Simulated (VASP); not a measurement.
# Cu3O2 (I4/mmm) in VASP: notebook

Aim: see how the results for Cu3O2 move with the level of theory and the settings. Levels: PBE, PBEsol. Tasks: single point.

Program: VASP 6.6.1. These are calculated values, not measurements. Logs are shortened: lines on timing, memory, paths and dates and some standing lists are left out, and cuts for length are marked.

### Step 1. The cell of the first run

The structure is tetragonal, space group I4/mmm (No. 139). Conventional cell: a = 4.046 Å, b = 4.046 Å, c = 7.347 Å, α = 90.00°, β = 90.00°, γ = 90.00°. Cu (site symmetry 4/mmm) has 4 O at 2.02 Å within 2.7 Å. Within 2.4 Å of Cu (site symmetry -4m2) lie 2 O at 1.84 Å. O (site symmetry mmm) has 4 Cu at 1.84 to 2.02 Å within 2.4 Å.

### Step 2. Single point, PBE

Contents of INCAR:

```
SYSTEM = Cu3O2
PREC = Accurate
ENCUT = 700
EDIFF = 1E-6
ISMEAR = -1
SIGMA = 0.05
LREAL = .False.
LASPH = .True.
NELM = 120
ALGO = Normal
ISIF = 2
LWAVE = .False.
LCHARG = .True.
GGA = PE
LELF = .True.
LVHAR = .True.
NBANDS = 42
GGA_COMPAT = .False.
```

Contents of KPOINTS:

```
regular mesh
0
Gamma
  9 9 9
  0 0 0
```

Contents of POSCAR:

```
Cu3O2
1.0
   -2.0229820000      2.0229820000      3.6736170000
    2.0229820000     -2.0229820000      3.6736170000
    2.0229820000      2.0229820000     -3.6736170000
Cu O
3 2
Direct
    0.0000000000      0.0000000000      0.0000000000
    0.7500000000      0.2500000000      0.5000000000
    0.2500000000      0.7500000000      0.5000000000
    0.5000000000      0.0000000000      0.5000000000
    0.0000000000      0.5000000000      0.5000000000
```

Potentials or basis: VASP PAW PBE potentials, release 64 (Cu_sv_GW, O).

Launch:

```
cat potpaw_PBE.64/Cu_sv_GW/POTCAR potpaw_PBE.64/O/POTCAR > POTCAR
mpirun -np 1 vasp_std > vasp.out
```

OUTCAR:

```text
SYSTEM = Cu3O2
   PREC = Accurate
   ENCUT = 700
   EDIFF = 1E-6
   ISMEAR = -1
   LREAL = .False.
   LASPH = .True.
   NELM = 120
   ISIF = 2
   GGA = PE

 ion  position               nearest neighbor table
   1  0.000  0.000  0.000-   4 2.02   5 2.02   5 2.02   4 2.02
   2  0.750  0.250  0.500-   4 1.84   5 1.84
   3  0.250  0.750  0.500-   4 1.84   5 1.84
   4  0.500  0.000  0.500-   2 1.84   3 1.84   1 2.02   1 2.02
   5  0.000  0.500  0.500-   2 1.84   3 1.84   1 2.02   1 2.02

  LATTYP: Found a body centered tetragonal cell.
 ALAT       =     4.0459640000
 C/A-ratio  =     1.8159415160

  Lattice vectors:

 A1 = (  -2.0229820000,   2.0229820000,   3.6736170000)
 A2 = (   2.0229820000,  -2.0229820000,   3.6736170000)
 A3 = (   2.0229820000,   2.0229820000,  -3.6736170000)

Analysis of symmetry for initial positions (statically):
=====================================================================
 Subroutine PRICEL returns:
 Original cell was already a primitive cell.

 Routine SETGRP: Setting up the symmetry group for a
 body centered tetragonal supercell.

 Subroutine GETGRP returns: Found 16 space group operations
 (whereof 16 operations were pure point group operations)
 out of a pool of 16 trial point group operations.

The static configuration has the point symmetry D_4h.

Analysis of symmetry for dynamics (positions and initial velocities):
=====================================================================
 Subroutine PRICEL returns:
 Original cell was already a primitive cell.

 Routine SETGRP: Setting up the symmetry group for a
 body centered tetragonal supercell.

 Subroutine GETGRP returns: Found 16 space group operations
 (whereof 16 operations were pure point group operations)
 out of a pool of 16 trial point group operations.

The dynamic configuration has the point symmetry D_4h.

 Subroutine INISYM returns: Found 16 space group operations
 (whereof 16 operations are pure point group operations),
 and found     1 'primitive' translations

----------------------------------------------------------------------------------------

                                     Primitive cell

  volume of cell :      60.1365

  direct lattice vectors                    reciprocal lattice vectors
    -2.022982000  2.022982000  3.673617000     0.000000000  0.247159886  0.136105642
     2.022982000 -2.022982000  3.673617000     0.247159886  0.000000000  0.136105642
     2.022982000  2.022982000 -3.673617000     0.247159886  0.247159886  0.000000000

  length of vectors
     4.656218875  4.656218875  4.656218875     0.282157323  0.282157323  0.349536863

  position of ions in fractional coordinates (direct lattice)
     0.000000000  0.000000000  0.000000000
     0.750000000  0.250000000  0.500000000
     0.250000000  0.750000000  0.500000000
     0.500000000  0.000000000  0.500000000
     0.000000000  0.500000000  0.500000000

  ion indices of the primitive-cell ions
   primitive index   ion index
                 1           1
                 2           2
                 3           3
                 4           4
                 5           5

----------------------------------------------------------------------------------------

 KPOINTS: regular mesh

Automatic generation of k-mesh.
 Grid dimensions read from file:
 generate k-points for:    9    9    9

 Generating k-lattice:

  Cartesian coordinates                     Fractional coordinates (reciprocal lattice)
     0.000000000  0.027462210  0.015122849     0.111111111 -0.000000000  0.000000000
     0.027462210  0.000000000  0.015122849    -0.000000000  0.111111111  0.000000000
     0.027462210  0.027462210  0.000000000     0.000000000  0.000000000  0.111111111

  Length of vectors
     0.031350814  0.031350814  0.038837429

  Shift w.r.t. Gamma in fractional coordinates (k-lattice)
     0.000000000  0.000000000  0.000000000

 Subroutine IBZKPT returns following result:
 ===========================================

 Found     75 irreducible k-points:

 Following reciprocal coordinates:
            Coordinates               Weight
  0.000000  0.000000  0.000000      1.000000
  0.111111  0.000000 -0.000000      8.000000
  0.222222  0.000000 -0.000000      8.000000
  0.333333  0.000000  0.000000      8.000000
  0.444444  0.000000 -0.000000      8.000000
  0.111111  0.111111 -0.000000      8.000000
[... 16 lines left out ...]
 -0.333333  0.333333  0.000000      4.000000
  0.444444  0.444444 -0.000000      8.000000
 [... further k-points ...]
   k-points           NKPTS =     75   k-points in BZ     NKDIM =     75   number of bands    NBANDS=     42
   number of dos      NEDOS =    301   number of ions     NIONS =      5
   total plane-waves  NPLWV =  64000
   dimension x,y,z NGX =    40 NGY =   40 NGZ =   40
   dimension x,y,z NGXF=    80 NGYF=   80 NGZF=   80
   ions per type =               3   2
   NGX,Y,Z   is equivalent  to a cutoff of  14.28, 14.28, 14.28 a.u.
   NGXF,Y,Z  is equivalent  to a cutoff of  28.56, 28.56, 28.56 a.u.
 SYSTEM =  Cu3O2
   PREC   = accura    normal or accurate (medium, high low for compatibility)
   ISTART =      0    job   : 0-new  1-cont  2-samecut
   ICHARG =      2    charge: 1-file 2-atom 10-const
   ISPIN  =      1    spin polarized calculation?
   LNONCOLLINEAR =      F non collinear calculations
   LSORBIT =      F    spin-orbit coupling
   LASPH  =      T    aspherical Exc in radial PAW
   ENCUT  =  700.0 eV  51.45 Ry    7.17 a.u.  10.04 10.04 10.04*2*pi/ulx,y,z
   NELM   =    120;   NELMIN=  2; NELMDL= -5     # of ELM steps
   EDIFF  = 0.1E-05   stopping-criterion for ELM
   LREAL  =      F    real-space projection
   EDIFFG = 0.1E-04   stopping-criterion for IOM
   NSW    =      0    number of steps for IOM
   IBRION =     -1    ionic relax: 0-MD 1-quasi-New 2-CG
   NFREE  =      0    steps in history (QN), initial steepest desc. (CG)
   ISIF   =      2    stress and relaxation
   ISYM   =      2    0-nonsym 1-usesym 2-fastsym
   POTIM  = 0.5000    time-step for ionic-motion
   TEBEG  =    0.0;   TEEND  =   0.0 temperature during run
   PSTRESS=    0.0 pullay stress
   NELECT =      69.0000    total number of electrons
   NUPDOWN=      -1.0000    fix difference up-down
   EMIN   =  10.00;   EMAX   =-10.00  energy-range for DOS
   EFERMI =   0.00;   METHOD = LEGACY
   ISMEAR =    -1;   SIGMA  =   0.05  broadening in eV -4-tet -1-fermi 0-gaus
   EFERMI_NEDOS =   21; number of points for ismear=-14 and -15
   IALGO  =     38    algorithm
   IMIX   =      4    mixing-type and parameters
     AMIX     =   0.40;   BMIX     =  1.00
     AMIX_MAG =   1.60;   BMIX_MAG =  1.00
  volume/ion in A,a.u.               =      12.03        81.16
  Fermi-wavevector in a.u.,A,eV,Ry     =   1.713873  3.238750 39.965204  2.937360
  Thomas-Fermi vector in A             =   2.791536
   LORBIT       =      0    0 simple, 1 ext, 2 COOP (PROOUT), +10 PAW based schemes
   GGA     = PE    functional components
   LHFCALC =     F    Hartree Fock is set to
   AEXX    =    0.0000 exact exchange contribution
   IVDW    =     0    specifies the selected vdW correction
   LEPSILON=     F    determine dielectric tensor
   LRPA    =     F    only Hartree local field effects (RPA)
 non-spin polarized calculation
  energy-cutoff  :      700.00
  volume of cell :       60.14
 maximum number of plane-waves:      2560
   NGX = 21   NGY = 21   NGZ = 21

 number of electron      69.0000002 magnetization

 Free energy of the ion-electron system (eV)
  ---------------------------------------------------
  ext. energy  EPLUGINS =         0.00000000
  ---------------------------------------------------
  free energy    TOTEN  =       -22.92233599 eV

  energy without entropy =      -22.90580762  energy(sigma->0) =      -22.91407180

 E-fermi :   4.3863     XC(G=0): -11.5455

 val. band max:        4.3718840103   @ k =  -0.2222   0.1111   0.0000
 cond. band min:       4.3925646390   @ k =  -0.3333  -0.3333   0.1111
 fundamental gap:      0.0206806286
 Fermi energy:         4.3862896678

 k-point     1 :       0.0000    0.0000    0.0000
  band No.  band energies     occupation
      1    -108.0962      2.00000
      2    -107.7939      2.00000
      3    -107.7927      2.00000
      4     -65.5023      2.00000
      5     -65.5023      2.00000
      6     -65.4579      2.00000
[... 34 lines left out ...]
     41      15.3403      0.00000
     42      15.6085      0.00000

 k-point     2 :       0.1111    0.0000   -0.0000
  band No.  band energies     occupation
      1    -108.0962      2.00000
      2    -107.7937      2.00000
      3    -107.7928      2.00000
      4     -65.5022      2.00000
      5     -65.5021      2.00000
      6     -65.4579      2.00000
[... 34 lines left out ...]
     41      14.9640      0.00000
     42      16.3443      0.00000

 k-point     3 :       0.2222    0.0000   -0.0000
  band No.  band energies     occupation
      1    -108.0962      2.00000
      2    -107.7938      2.00000
      3    -107.7928      2.00000
      4     -65.5024      2.00000
      5     -65.5022      2.00000
      6     -65.4577      2.00000
[... 34 lines left out ...]
     41      14.9878      0.00000
     42      15.7561      0.00000

 k-point     4 :       0.3333    0.0000    0.0000
  band No.  band energies     occupation
      1    -108.0963      2.00000
      2    -107.7937      2.00000
      3    -107.7931      2.00000
      4     -65.5029      2.00000
      5     -65.5021      2.00000
      6     -65.4572      2.00000
[... 844 lines left out ...]
     41      14.8183      0.00000
     42      15.1691      0.00000

 k-point    23 :      -0.3333    0.3333    0.0000
  band No.  band energies     occupation
      1    -108.0965      2.00000
      2    -107.7937      2.00000
      3    -107.7934      2.00000
      4     -65.5035      2.00000
      5     -65.5025      2.00000
      6     -65.4572      2.00000
[... 34 lines left out ...]
     41      14.7427      0.00000
     42      14.7962      0.00000

 k-point    24 :       0.4444    0.4444   -0.0000
  band No.  band energies     occupation
      1    -108.0964      2.00000
      2    -107.7936      2.00000
      3    -107.7934      2.00000
      4     -65.5039      2.00000
      5     -65.5023      2.00000
      6     -65.4566      2.00000
[... 34 lines left out ...]
     41      14.9860      0.00000
     42      15.2579      0.00000

 [... further k-points ...]

------------------------ aborting loop because EDIFF is reached ----------------------------------------

  FORCE on cell =-STRESS in cart. coord.  units (eV):
  Direction    XX          YY          ZZ          XY          YZ          ZX
  --------------------------------------------------------------------------------------
  -------------------------------------------------------------------------------------
  Total       -0.8119778     -0.8119778     -0.9859345      0.0000000      0.0000000      0.0000000
  in kB      -21.6330049    -21.6330049    -26.2676198      0.0000000      0.0000000      0.0000000
  external PRESSURE =     -23.1778765 kB  Pullay stress =       0.0000000 kB

 VOLUME and BASIS-vectors are now :
 -----------------------------------------------------------------------------
  energy-cutoff  :      700.00
  volume of cell :       60.14
      direct lattice vectors                 reciprocal lattice vectors
    -2.022982000  2.022982000  3.673617000     0.000000000  0.247159886  0.136105642
     2.022982000 -2.022982000  3.673617000     0.247159886  0.000000000  0.136105642
     2.022982000  2.022982000 -3.673617000     0.247159886  0.247159886  0.000000000

 POSITION                                       TOTAL-FORCE (eV/Angst)
 -----------------------------------------------------------------------------------
      0.00000      0.00000      0.00000         0.000000     -0.000000     -0.000000
      0.00000      2.02298      1.83681         0.000000     -0.000000      0.000000
      2.02298      0.00000      1.83681        -0.000000      0.000000     -0.000000
      0.00000      2.02298      0.00000         0.000000     -0.000000     -0.000000
      2.02298      0.00000      0.00000         0.000000     -0.000000     -0.000000
 -----------------------------------------------------------------------------------
    total drift:                                0.000000     -0.000000     -0.000000

  FREE ENERGIE OF THE ION-ELECTRON SYSTEM (eV)
  ---------------------------------------------------
  free  energy   TOTEN  =       -22.9223359895 eV

  energy  without entropy=      -22.9058076192  energy(sigma->0) =      -22.91407180
```

It took 5 min on 1 thread of Intel Xeon 6975P-C (Granite Rapids), shared host; peak memory 0.42 GiB.

Results:

```
Free energy : -22.9223 eV
Pressure    : -2.3 GPa
```

Stress tensor (GPa, compression positive):
```
-2.16  0.00  0.00
 0.00 -2.16  0.00
 0.00  0.00 -2.63
```

Caveat: an odd number of electrons without spin polarisation forces a metal; a magnetic or distorted state may lie lower. With open d or f shells a metallic result of PBE can be an artefact of self-interaction; +U or a hybrid may open a gap.

### Step 3. Single point, PBEsol

This run uses another cell than the first one, of 11.55 Å³/atom, 0.960 times its volume.

Contents of INCAR:

```
PREC = Accurate ; ENCUT = 520
EDIFF = 1E-6 ; ISMEAR = -1
SIGMA = 0.05 ; LREAL = False
LASPH = True ; NELM = 60
ALGO = Normal ; ISIF = 2
LWAVE = False ; LCHARG = False
GGA = PS ; NBANDS = 30
```

Contents of KPOINTS:

```
Automatic mesh
0
Gamma
  8 8 8
```

POSCAR: that of step 2 with these lines changed.

```diff
@@ -2,5 +2,5 @@
 1.0
-   -2.0229820000      2.0229820000      3.6736170000
-    2.0229820000     -2.0229820000      3.6736170000
-    2.0229820000      2.0229820000     -3.6736170000
+   -2.0229820000      2.0229820000      3.5266723200
+    2.0229820000     -2.0229820000      3.5266723200
+    2.0229820000      2.0229820000     -3.5266723200
 Cu O
```

Potentials or basis: VASP PAW PBE potentials, release 64 (Cu, O).

Launch:

```
cat potpaw_PBE.64/Cu/POTCAR potpaw_PBE.64/O/POTCAR > POTCAR
mpirun -np 1 vasp_std > vasp.out
```

Run time: 90 s. Hardware: 1 thread of Intel Xeon Platinum 8488C (Sapphire Rapids), shared host; peak memory 0.24 GiB.

The run converged. Its results:

```
Free energy : -24.8924 eV
Pressure    : 4.8 GPa
```

Stress tensor (GPa, compression positive):
```
-1.12  0.00  0.00
 0.00 -1.12  0.00
 0.00  0.00 16.64
```

Levels at points of the mesh, in eV from the Fermi level:
| k point | band 20 | band 21 | band 22 | band 23 | band 24 | band 25 | band 26 | band 27 |
| --- | --- | --- | --- | --- | --- | --- | --- | --- |
| (0.00, 0.00, 0.00) | -1.65 | -0.72 | -0.72 | 0.42 | 0.78 | 5.14 | 5.14 | 7.08 |
| (0.50, 0.00, 0.00) | -1.34 | -0.93 | -0.61 | -0.18 | 3.12 | 3.49 | 8.03 | 8.37 |
| (0.50, 0.50, 0.00) | -0.54 | -0.42 | -0.24 | 0.40 | 1.18 | 3.73 | 3.95 | 8.26 |
| (0.50, 0.50, 0.50) | -1.65 | -1.29 | -0.23 | -0.23 | 3.24 | 5.16 | 6.39 | 6.39 |

Caveat: the PAW data sets were made with another functional, which shifts forces and pressure a little; an odd number of electrons without spin polarisation forces a metal; a magnetic or distorted state may lie lower. With open d or f shells a metallic result of PBEsol can be an artefact of self-interaction; +U or a hybrid may open a gap.

### Step 4. Single point, PBEsol

This run uses another cell than the first one, of 11.79 Å³/atom, 0.980 times its volume.

Contents of INCAR:

```
PREC = Accurate
ENCUT = 520
EDIFF = 1E-6
ISMEAR = -1
SIGMA = 0.05
LREAL = False
LASPH = True
NELM = 80
ALGO = Normal
ISIF = 2
LWAVE = False
LCHARG = True
GGA = PS
LELF = True
LVHAR = True
NBANDS = 30
```

Contents of KPOINTS:

```
regular mesh
0
Gamma
  8 8 8
```

POSCAR: that of step 3 with these lines changed.

```diff
@@ -2,5 +2,5 @@
 1.0
-   -2.0229820000      2.0229820000      3.5266723200
-    2.0229820000     -2.0229820000      3.5266723200
-    2.0229820000      2.0229820000     -3.5266723200
+   -2.0229820000      2.0229820000      3.6001446600
+    2.0229820000     -2.0229820000      3.6001446600
+    2.0229820000      2.0229820000     -3.6001446600
 Cu O
```

Launch:

```
cat potpaw_PBE.64/Cu/POTCAR potpaw_PBE.64/O/POTCAR > POTCAR
mpirun -np 1 vasp_std > vasp.out
```

Run time: 91 s. Hardware: 1 thread of Intel Xeon Platinum 8488C (Sapphire Rapids), shared host; peak memory 0.25 GiB.

Results (log left out):

- Free energy: -24.9666 eV
- Pressure: -0.8 GPa

Stress tensor (GPa, compression positive):
```
-2.78  0.00  0.00
 0.00 -2.78  0.00
 0.00  0.00  3.26
```

Levels at points of the mesh, in eV from the Fermi level:
| k point | band 19 | band 20 | band 21 | band 22 | band 23 | band 24 | band 25 | band 26 | band 27 | band 28 |
| --- | --- | --- | --- | --- | --- | --- | --- | --- | --- | --- |
| (0.00, 0.00, 0.00) | -1.67 | -1.54 | -0.74 | -0.74 | 0.41 | 0.61 | 5.14 | 5.14 | 6.98 | 7.26 |
| (0.50, 0.00, 0.00) | -1.50 | -1.30 | -0.90 | -0.57 | -0.19 | 2.98 | 3.35 | 8.06 | 8.27 | 8.34 |
| (0.50, 0.50, 0.00) | -1.54 | -0.47 | -0.43 | -0.23 | 0.45 | 1.23 | 3.69 | 3.77 | 7.93 | 9.28 |
| (0.50, 0.50, 0.50) | -1.79 | -1.55 | -1.28 | -0.25 | -0.25 | 3.25 | 4.90 | 6.34 | 6.34 | 7.22 |

Caveat: the PAW data sets were made with another functional, which shifts forces and pressure a little; an odd number of electrons without spin polarisation forces a metal; a magnetic or distorted state may lie lower. With open d or f shells a metallic result of PBEsol can be an artefact of self-interaction; +U or a hybrid may open a gap.

[end of part 1 of 2]
